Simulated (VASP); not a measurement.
# As (R-3m) in VASP: single point with LDA

Aim: the single point of As with LDA.

Everything below comes from runs of VASP 6.6.1. Logs are shortened: lines on timing, memory, paths and dates and some standing lists are left out, and cuts for length are marked.

## (1) The cell of the first run

Symmetry: R-3m, No. 166, trigonal system. Conventional cell: a = 3.872 Å, b = 3.872 Å, c = 10.771 Å, α = 90.00°, β = 90.00°, γ = 120.00°. Within 3.4 Å of As (site symmetry 3m) lie 6 As at 2.59 to 3.19 Å.

## (2) Single point, LDA (strain +0.030 along x and y, +0.030 along z)

Contents of INCAR:

```
PREC = Accurate
ENCUT = 520
EDIFF = 1E-6
ISMEAR = 0
SIGMA = 0.15
LREAL = F
LASPH = T
NELM = 80
ALGO = Normal
ISIF = 2
LWAVE = F
LCHARG = T
LELF = T
LVHAR = T
NBANDS = 12
```

Contents of KPOINTS:

```
Automatic mesh
0
Gamma
  15 15 15
```

Contents of POSCAR:

```
As
1.0
    1.9361419412      1.1178320710      3.5903431000
   -1.9361419412      1.1178320710      3.5903431000
    0.0000000000     -2.2356641419      3.5903431000
As
2
Direct
    0.2275400000      0.2275400000      0.2275400000
    0.7724600000      0.7724600000      0.7724600000
```

Potentials or basis: VASP PAW LDA potentials, release 64 (As).

Command:

```sh
cat potpaw_LDA.64/As/POTCAR > POTCAR
mpirun -np 1 vasp_std > vasp.out
```

OUTCAR:

```text
PREC = Accurate
   ENCUT = 520
   EDIFF = 1E-6
   ISMEAR = 0
   LREAL = F
   LASPH = T
   NELM = 80
   ISIF = 2

 ion  position               nearest neighbor table
   1  0.228  0.228  0.228-   2 2.59   2 2.59   2 2.59
   2  0.772  0.772  0.772-   1 2.59   1 2.59   1 2.59

  LATTYP: Found a trigonal (rhomboedric) cell.
 ALAT       =     4.2295103418
 COS(alpha) =     0.5808936906

  Lattice vectors:

 A1 = (   1.9361419412,   1.1178320710,   3.5903431000)
 A2 = (  -1.9361419412,   1.1178320710,   3.5903431000)
 A3 = (   0.0000000000,  -2.2356641419,   3.5903431000)

Analysis of symmetry for initial positions (statically):
=====================================================================
 Subroutine PRICEL returns:
 Original cell was already a primitive cell.

 Routine SETGRP: Setting up the symmetry group for a
 trigonal (rhombohedral) supercell.

 Subroutine GETGRP returns: Found 12 space group operations
 (whereof 12 operations were pure point group operations)
 out of a pool of 12 trial point group operations.

The static configuration has the point symmetry D_3d.

Analysis of symmetry for dynamics (positions and initial velocities):
=====================================================================
 Subroutine PRICEL returns:
 Original cell was already a primitive cell.

 Routine SETGRP: Setting up the symmetry group for a
 trigonal (rhombohedral) supercell.

 Subroutine GETGRP returns: Found 12 space group operations
 (whereof 12 operations were pure point group operations)
 out of a pool of 12 trial point group operations.

The dynamic configuration has the point symmetry D_3d.

 Subroutine INISYM returns: Found 12 space group operations
 (whereof 12 operations are pure point group operations),
 and found     1 'primitive' translations

----------------------------------------------------------------------------------------

                                     Primitive cell

  volume of cell :      46.6231

  direct lattice vectors                    reciprocal lattice vectors
     1.936141941  1.117832071  3.590343100     0.258245529  0.149098126  0.092841638
    -1.936141941  1.117832071  3.590343100    -0.258245529  0.149098126  0.092841638
     0.000000000 -2.235664142  3.590343100     0.000000000 -0.298196251  0.092841638

  length of vectors
     4.229510342  4.229510342  4.229510342     0.312314864  0.312314864  0.312314864

  position of ions in fractional coordinates (direct lattice)
     0.227540000  0.227540000  0.227540000
     0.772460000  0.772460000  0.772460000

  ion indices of the primitive-cell ions
   primitive index   ion index
                 1           1
                 2           2

----------------------------------------------------------------------------------------

 KPOINTS: Automatic mesh

Automatic generation of k-mesh.
 Grid dimensions read from file:
 generate k-points for:   15   15   15

 Generating k-lattice:

  Cartesian coordinates                     Fractional coordinates (reciprocal lattice)
     0.017216369  0.009939875  0.006189443     0.066666667  0.000000000  0.000000000
    -0.017216369  0.009939875  0.006189443     0.000000000  0.066666667  0.000000000
     0.000000000 -0.019879750  0.006189443     0.000000000  0.000000000  0.066666667

  Length of vectors
     0.020820991  0.020820991  0.020820991

  Shift w.r.t. Gamma in fractional coordinates (k-lattice)
     0.000000000  0.000000000  0.000000000

 Subroutine IBZKPT returns following result:
 ===========================================

 Found    344 irreducible k-points:

 Following reciprocal coordinates:
            Coordinates               Weight
  0.000000  0.000000  0.000000      1.000000
  0.066667  0.000000  0.000000      6.000000
  0.133333  0.000000  0.000000      6.000000
  0.200000  0.000000  0.000000      6.000000
  0.266667  0.000000  0.000000      6.000000
  0.333333  0.000000  0.000000      6.000000
[... 16 lines left out ...]
  0.133333  0.133333  0.000000      6.000000
  0.200000  0.133333  0.000000     12.000000
 [... further k-points ...]
   k-points           NKPTS =    344   k-points in BZ     NKDIM =    344   number of bands    NBANDS=     12
   number of dos      NEDOS =    301   number of ions     NIONS =      2
   total plane-waves  NPLWV =  32768
   dimension x,y,z NGX =    32 NGY =   32 NGZ =   32
   dimension x,y,z NGXF=    64 NGYF=   64 NGZF=   64
   ions per type =               2
   NGX,Y,Z   is equivalent  to a cutoff of  12.58, 12.58, 12.58 a.u.
   NGXF,Y,Z  is equivalent  to a cutoff of  25.16, 25.16, 25.16 a.u.
 SYSTEM =  unknown system
   PREC   = accura    normal or accurate (medium, high low for compatibility)
   ISTART =      0    job   : 0-new  1-cont  2-samecut
   ICHARG =      2    charge: 1-file 2-atom 10-const
   ISPIN  =      1    spin polarized calculation?
   LNONCOLLINEAR =      F non collinear calculations
   LSORBIT =      F    spin-orbit coupling
   LASPH  =      T    aspherical Exc in radial PAW
   ENCUT  =  520.0 eV  38.22 Ry    6.18 a.u.   7.86  7.86  7.86*2*pi/ulx,y,z
   NELM   =     80;   NELMIN=  2; NELMDL= -5     # of ELM steps
   EDIFF  = 0.1E-05   stopping-criterion for ELM
   LREAL  =      F    real-space projection
   EDIFFG = 0.1E-04   stopping-criterion for IOM
   NSW    =      0    number of steps for IOM
   IBRION =     -1    ionic relax: 0-MD 1-quasi-New 2-CG
   NFREE  =      0    steps in history (QN), initial steepest desc. (CG)
   ISIF   =      2    stress and relaxation
   ISYM   =      2    0-nonsym 1-usesym 2-fastsym
   POTIM  = 0.5000    time-step for ionic-motion
   TEBEG  =    0.0;   TEEND  =   0.0 temperature during run
   PSTRESS=    0.0 pullay stress
   NELECT =      10.0000    total number of electrons
   NUPDOWN=      -1.0000    fix difference up-down
   EMIN   =  10.00;   EMAX   =-10.00  energy-range for DOS
   EFERMI =   0.00;   METHOD = LEGACY
   ISMEAR =     0;   SIGMA  =   0.15  broadening in eV -4-tet -1-fermi 0-gaus
   EFERMI_NEDOS =   21; number of points for ismear=-14 and -15
   IALGO  =     38    algorithm
   IMIX   =      4    mixing-type and parameters
     AMIX     =   0.40;   BMIX     =  1.00
     AMIX_MAG =   1.60;   BMIX_MAG =  1.00
  volume/ion in A,a.u.               =      23.31       157.31
  Fermi-wavevector in a.u.,A,eV,Ry     =   0.979959  1.851854 13.065938  0.960319
  Thomas-Fermi vector in A             =   2.110852
   LORBIT       =      0    0 simple, 1 ext, 2 COOP (PROOUT), +10 PAW based schemes
   GGA     = CA    functional components
   LHFCALC =     F    Hartree Fock is set to
   AEXX    =    0.0000 exact exchange contribution
   IVDW    =     0    specifies the selected vdW correction
   LEPSILON=     F    determine dielectric tensor
   LRPA    =     F    only Hartree local field effects (RPA)
 non-spin polarized calculation
 Gauss-broadening in eV      SIGMA  =   0.15
  energy-cutoff  :      520.00
  volume of cell :       46.62
 maximum number of plane-waves:      1269
   NGX = 15   NGY = 15   NGZ = 15

 number of electron      10.0000001 magnetization

 Free energy of the ion-electron system (eV)
  ---------------------------------------------------
  ext. energy  EPLUGINS =         0.00000000
  ---------------------------------------------------
  free energy    TOTEN  =       -10.66354327 eV

  energy without entropy =      -10.66140037  energy(sigma->0) =      -10.66247182

 E-fermi :   4.5548     XC(G=0):  -9.8361

 val. band max:        4.5536894889   @ k =   0.4000   0.2000   0.2000
 cond. band min:       4.5966742689   @ k =   0.4000   0.2667   0.2667
 fundamental gap:      0.0429847801
 Fermi energy:         4.5547838771

 k-point     1 :       0.0000    0.0000    0.0000
  band No.  band energies     occupation
      1      -9.7620      2.00000
      2      -1.7089      2.00000
      3       2.3087      2.00000
      4       2.7446      2.00000
      5       2.7446      2.00000
      6       6.2746      0.00000
      7       7.3321      0.00000
      8       7.3321      0.00000
      9      11.3914      0.00000
     10      11.3914      0.00000
     11      11.6508      0.00000
     12      12.9817      0.00000

 k-point     2 :       0.0667    0.0000    0.0000
  band No.  band energies     occupation
      1      -9.7075      2.00000
      2      -1.8734      2.00000
      3       2.3393      2.00000
      4       2.6972      2.00000
      5       2.7073      2.00000
      6       6.3653      0.00000
      7       7.1884      0.00000
      8       7.2787      0.00000
      9      10.9793      0.00000
     10      11.3342      0.00000
     11      11.3596      0.00000
     12      13.3149      0.00000

 k-point     3 :       0.1333    0.0000    0.0000
  band No.  band energies     occupation
      1      -9.5444      2.00000
      2      -2.3304      2.00000
      3       2.3082      2.00000
      4       2.6075      2.00000
      5       2.7212      2.00000
      6       6.4039      0.00000
      7       6.9102      0.00000
      8       7.1061      0.00000
      9      10.4365      0.00000
     10      11.0657      0.00000
     11      11.3973      0.00000
     12      14.1301      0.00000
[... 286 lines left out ...]
 k-point    23 :       0.1333    0.1333    0.0000
  band No.  band energies     occupation
      1      -9.4978      2.00000
      2      -2.4327      2.00000
      3       1.8426      2.00000
      4       2.3087      2.00000
      5       3.4778      2.00000
      6       5.8833      0.00000
      7       6.7708      0.00000
      8       7.7310      0.00000
      9      10.4405      0.00000
     10      11.4380      0.00000
     11      11.9995      0.00000
     12      13.4251      0.00000

 k-point    24 :       0.2000    0.1333    0.0000
  band No.  band energies     occupation
      1      -9.3142      2.00000
      2      -2.8219      2.00000
      3       1.5828      2.00000
      4       2.1027      2.00000
      5       3.6208      2.00000
      6       5.6250      0.00000
      7       6.8976      0.00000
      8       7.7414      0.00000
      9      10.1201      0.00000
     10      11.6323      0.00000
     11      12.4672      0.00000
     12      13.7447      0.00000

 [... further k-points ...]

------------------------ aborting loop because EDIFF is reached ----------------------------------------

  FORCE on cell =-STRESS in cart. coord.  units (eV):
  Direction    XX          YY          ZZ          XY          YZ          ZX
  --------------------------------------------------------------------------------------
  -------------------------------------------------------------------------------------
  Total       -2.0694882     -2.0694882     -1.7765356      0.0000000     -0.0000000      0.0000000
  in kB      -71.1168621    -71.1168621    -61.0497013      0.0000000     -0.0000000      0.0000000
  external PRESSURE =     -67.7611418 kB  Pullay stress =       0.0000000 kB

 VOLUME and BASIS-vectors are now :
 -----------------------------------------------------------------------------
  energy-cutoff  :      520.00
  volume of cell :       46.62
      direct lattice vectors                 reciprocal lattice vectors
     1.936141941  1.117832071  3.590343100     0.258245529  0.149098126  0.092841638
    -1.936141941  1.117832071  3.590343100    -0.258245529  0.149098126  0.092841638
     0.000000000 -2.235664142  3.590343100     0.000000000 -0.298196251  0.092841638

 POSITION                                       TOTAL-FORCE (eV/Angst)
 -----------------------------------------------------------------------------------
      0.00000      0.00000      2.45084         0.000000     -0.000000     -0.397822
      0.00000      0.00000      8.32019         0.000000      0.000000      0.397822
 -----------------------------------------------------------------------------------
    total drift:                               -0.000000      0.000000     -0.000000

  FREE ENERGIE OF THE ION-ELECTRON SYSTEM (eV)
  ---------------------------------------------------
  free  energy   TOTEN  =       -10.6635432727 eV

  energy  without entropy=      -10.6614003742  energy(sigma->0) =      -10.66247182
```

It took 2.5 min on 1 thread of Intel Xeon 8259CL, shared host; peak memory 0.28 GiB.

What came out:

```yaml
Free_energy: -10.6635 eV
Pressure: -6.8 GPa
Largest_force: 0.398 eV/Å
Band_gap_on_the_k_mesh: zero (bands 5 and 6 overlap by 0.27 eV)
```

Forces on the atoms (eV/Å):
```
As   0.000  0.000 -0.398
As   0.000  0.000  0.398
```

Levels at points of the mesh, in eV from the Fermi level:
```csv
k point,band 3,band 4,band 5,band 6,band 7,band 8
"(0.00, 0.00, 0.00)",-2.25,-1.81,-1.81,1.72,2.78,2.78
```

Caveat: the cell differs from its parent crystal (strain +0.030 along x and y, +0.030 along z); the cell stands under tension.

The gap in the log of VASP goes by the Fermi energy; the results here count the filled bands.